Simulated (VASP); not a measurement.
# Ag2GeS2 (I4/mmm) in VASP: single point with PBE

Aim: the single point of Ag2GeS2 with PBE.

Program: VASP 6.6.1. These are calculated values, not measurements. Logs are shortened: lines on timing, memory, paths and dates and some standing lists are left out, and cuts for length are marked.

## 1. The cell of the first run

The structure is tetragonal, space group I4/mmm (No. 139). Conventional cell: a = 3.428 Å, b = 3.428 Å, c = 16.257 Å, α = 90.00°, β = 90.00°, γ = 90.00°. Within 3.8 Å of Ag (site symmetry 4mm) lie 4 Ge at 2.87 Å and 4 S at 3.06 Å and 5 Ag at 3.07 to 3.43 Å. Ge (site symmetry 4/mmm) has 8 Ag at 2.87 Å and 4 Ge at 3.43 Å within 3.8 Å. Within 3.2 Å of S (site symmetry -4m2) lie 4 S at 2.42 Å and 4 Ag at 3.06 Å.

## 2. Single point, PBE

INCAR

```
SYSTEM = Ag2GeS2
PREC = Accurate
ENCUT = 520
EDIFF = 1E-6
ISMEAR = 0
SIGMA = 0.1
LREAL = .False.
LASPH = .True.
NELM = 80
ALGO = Normal
ISIF = 2
LWAVE = .False.
LCHARG = .False.
GGA = PE
NBANDS = 32
```

KPOINTS

```
regular mesh
0
Gamma
  6 6 6
  0 0 0
```

POSCAR

```
Ag2GeS2
1.0
   -1.7141595205      1.7141595205      8.1285522902
    1.7141595205     -1.7141595205      8.1285522902
    1.7141595205      1.7141595205     -8.1285522902
Ag Ge S
2 1 2
Direct
    0.5942718214      0.5942718214      0.0000000000
    0.4057281786      0.4057281786      0.0000000000
    0.0000000000      0.0000000000      0.0000000000
    0.2500000000      0.7500000000      0.5000000000
    0.7500000000      0.2500000000      0.5000000000
```

Potentials or basis: VASP PAW PBE potentials, release 64 (Ag, Ge_d, S).

The run is started by

```console
cat potpaw_PBE.64/Ag/POTCAR potpaw_PBE.64/Ge_d/POTCAR potpaw_PBE.64/S/POTCAR > POTCAR
mpirun -np 1 vasp_std > vasp.out
```

OUTCAR:

```text
SYSTEM = Ag2GeS2
   PREC = Accurate
   ENCUT = 520
   EDIFF = 1E-6
   ISMEAR = 0
   LREAL = .False.
   LASPH = .True.
   NELM = 80
   ISIF = 2
   GGA = PE

 ion  position               nearest neighbor table
   1  0.594  0.594  0.000-   3 2.87   3 2.87   3 2.87   3 2.87   4 3.06   5 3.06   5 3.06   4 3.06
                             2 3.07
   2  0.406  0.406  0.000-   3 2.87   3 2.87   3 2.87   3 2.87   4 3.06   5 3.06   5 3.06   4 3.06
                             1 3.07
   3  0.000  0.000  0.000-   1 2.87   1 2.87   1 2.87   2 2.87   1 2.87   2 2.87   2 2.87   2 2.87

   4  0.250  0.750  0.500-   5 2.42   5 2.42   5 2.42   5 2.42   1 3.06   2 3.06   1 3.06   2 3.06

   5  0.750  0.250  0.500-   4 2.42   4 2.42   4 2.42   4 2.42   2 3.06   1 3.06   1 3.06   2 3.06

  LATTYP: Found a body centered tetragonal cell.
 ALAT       =     3.4283190410
 C/A-ratio  =     4.7420045760

  Lattice vectors:

 A1 = (  -1.7141595205,   1.7141595205,   8.1285522902)
 A2 = (   1.7141595205,  -1.7141595205,   8.1285522902)
 A3 = (   1.7141595205,   1.7141595205,  -8.1285522902)

Analysis of symmetry for initial positions (statically):
=====================================================================
 Subroutine PRICEL returns:
 Original cell was already a primitive cell.

 Routine SETGRP: Setting up the symmetry group for a
 body centered tetragonal supercell.

 Subroutine GETGRP returns: Found 16 space group operations
 (whereof 16 operations were pure point group operations)
 out of a pool of 16 trial point group operations.

The static configuration has the point symmetry D_4h.

Analysis of symmetry for dynamics (positions and initial velocities):
=====================================================================
 Subroutine PRICEL returns:
 Original cell was already a primitive cell.

 Routine SETGRP: Setting up the symmetry group for a
 body centered tetragonal supercell.

 Subroutine GETGRP returns: Found 16 space group operations
 (whereof 16 operations were pure point group operations)
 out of a pool of 16 trial point group operations.

The dynamic configuration has the point symmetry D_4h.

 Subroutine INISYM returns: Found 16 space group operations
 (whereof 16 operations are pure point group operations),
 and found     1 'primitive' translations

----------------------------------------------------------------------------------------

                                     Primitive cell

[... 92 lines left out ...]
   LSORBIT =      F    spin-orbit coupling
   LASPH  =      T    aspherical Exc in radial PAW
   ENCUT  =  520.0 eV  38.22 Ry    6.18 a.u.  15.77 15.77 15.77*2*pi/ulx,y,z
   NELM   =     80;   NELMIN=  2; NELMDL= -5     # of ELM steps
   EDIFF  = 0.1E-05   stopping-criterion for ELM
   LREAL  =      F    real-space projection
   EDIFFG = 0.1E-04   stopping-criterion for IOM
   NSW    =      0    number of steps for IOM
   IBRION =     -1    ionic relax: 0-MD 1-quasi-New 2-CG
   NFREE  =      0    steps in history (QN), initial steepest desc. (CG)
   ISIF   =      2    stress and relaxation
   ISYM   =      2    0-nonsym 1-usesym 2-fastsym
   POTIM  = 0.5000    time-step for ionic-motion
   TEBEG  =    0.0;   TEEND  =   0.0 temperature during run
   PSTRESS=    0.0 pullay stress
   NELECT =      48.0000    total number of electrons
   NUPDOWN=      -1.0000    fix difference up-down
   EMIN   =  10.00;   EMAX   =-10.00  energy-range for DOS
   EFERMI =   0.00;   METHOD = LEGACY
   ISMEAR =     0;   SIGMA  =   0.10  broadening in eV -4-tet -1-fermi 0-gaus
   EFERMI_NEDOS =   21; number of points for ismear=-14 and -15
   IALGO  =     38    algorithm
   IMIX   =      4    mixing-type and parameters
     AMIX     =   0.40;   BMIX     =  1.00
     AMIX_MAG =   1.60;   BMIX_MAG =  1.00
  volume/ion in A,a.u.               =      19.11       128.94
  Fermi-wavevector in a.u.,A,eV,Ry     =   1.301458  2.459398 23.045437  1.693792
  Thomas-Fermi vector in A             =   2.432590
   LORBIT       =      0    0 simple, 1 ext, 2 COOP (PROOUT), +10 PAW based schemes
   GGA     = PE    functional components
   LHFCALC =     F    Hartree Fock is set to
   AEXX    =    0.0000 exact exchange contribution
   IVDW    =     0    specifies the selected vdW correction
   LEPSILON=     F    determine dielectric tensor
   LRPA    =     F    only Hartree local field effects (RPA)
 non-spin polarized calculation
 Gauss-broadening in eV      SIGMA  =   0.10
  energy-cutoff  :      520.00
  volume of cell :       95.54
 maximum number of plane-waves:      2589
   NGX = 31   NGY = 31   NGZ = 31

 number of electron      47.9999991 magnetization

 Free energy of the ion-electron system (eV)
  ---------------------------------------------------
  ext. energy  EPLUGINS =         0.00000000
  ---------------------------------------------------
  free energy    TOTEN  =       -16.23116647 eV

  energy without entropy =      -16.20862933  energy(sigma->0) =      -16.21989790

 E-fermi :   6.3107     XC(G=0): -10.8200

 val. band max:        6.2993208586   @ k =   0.3333   0.3333  -0.0000
 cond. band min:       6.3416085937   @ k =  -0.1667  -0.3333   0.1667
 fundamental gap:      0.0422877351
 Fermi energy:         6.3107294771

 k-point     1 :       0.0000    0.0000    0.0000
  band No.  band energies     occupation
      1     -18.3917      2.00000
      2     -18.3724      2.00000
      3     -18.3033      2.00000
      4     -18.3033      2.00000
      5     -18.2840      2.00000
      6     -10.0229      2.00000
[... 829 lines left out ...]
     31      13.2601      0.00000
     32      13.9469      0.00000

 [... further k-points ...]
[... 5 lines left out ...]
  --------------------------------------------------------------------------------------
  -------------------------------------------------------------------------------------
  Total       -0.0236292     -0.0236292     -0.0828937      0.0000000     -0.0000000      0.0000000
  in kB       -0.3962632     -0.3962632     -1.3901327      0.0000000     -0.0000000      0.0000000
  external PRESSURE =      -0.7275530 kB  Pullay stress =       0.0000000 kB

 VOLUME and BASIS-vectors are now :
 -----------------------------------------------------------------------------
  energy-cutoff  :      520.00
  volume of cell :       95.54
      direct lattice vectors                 reciprocal lattice vectors
    -1.714159520  1.714159520  8.128552290     0.000000000  0.291688139  0.061511568
     1.714159520 -1.714159520  8.128552290     0.291688139  0.000000000  0.061511568
     1.714159520  1.714159520 -8.128552290     0.291688139  0.291688139  0.000000000

 POSITION                                       TOTAL-FORCE (eV/Angst)
 -----------------------------------------------------------------------------------
      0.00000      0.00000      9.66114         0.000000      0.000000     -0.019204
      0.00000      0.00000      6.59597        -0.000000     -0.000000      0.019204
      0.00000      0.00000      0.00000        -0.000000     -0.000000      0.000000
      1.71416      0.00000      4.06428        -0.000000     -0.000000      0.000000
      0.00000      1.71416      4.06428        -0.000000     -0.000000      0.000000
 -----------------------------------------------------------------------------------
    total drift:                                0.000000     -0.000000      0.000000

  FREE ENERGIE OF THE ION-ELECTRON SYSTEM (eV)
  ---------------------------------------------------
  free  energy   TOTEN  =       -16.2311664697 eV

  energy  without entropy=      -16.2086293264  energy(sigma->0) =      -16.21989790
```

Run time: 15 min. Hardware: 1 thread of Intel Xeon 8259CL, shared host; peak memory 0.59 GiB.

What came out:

| Property | Result |
| --- | --- |
| Free energy | -16.2312 eV |
| Pressure | -0.1 GPa |
| Largest force | 0.019 eV/Å |
| Band gap on the k mesh | zero (bands 24 and 25 overlap by 3.71 eV) |

Forces in eV/Å, atoms in the order of the input:
```
Ag   0.000  0.000 -0.019
Ag   0.000  0.000  0.019
Ge   0.000  0.000  0.000
S    0.000  0.000  0.000
S    0.000  0.000  0.000
```

Stress tensor (GPa, compression positive):
```
-0.04  0.00  0.00
 0.00 -0.04  0.00
 0.00  0.00 -0.14
```

The gap in the log of VASP goes by the Fermi energy; the results here count the filled bands.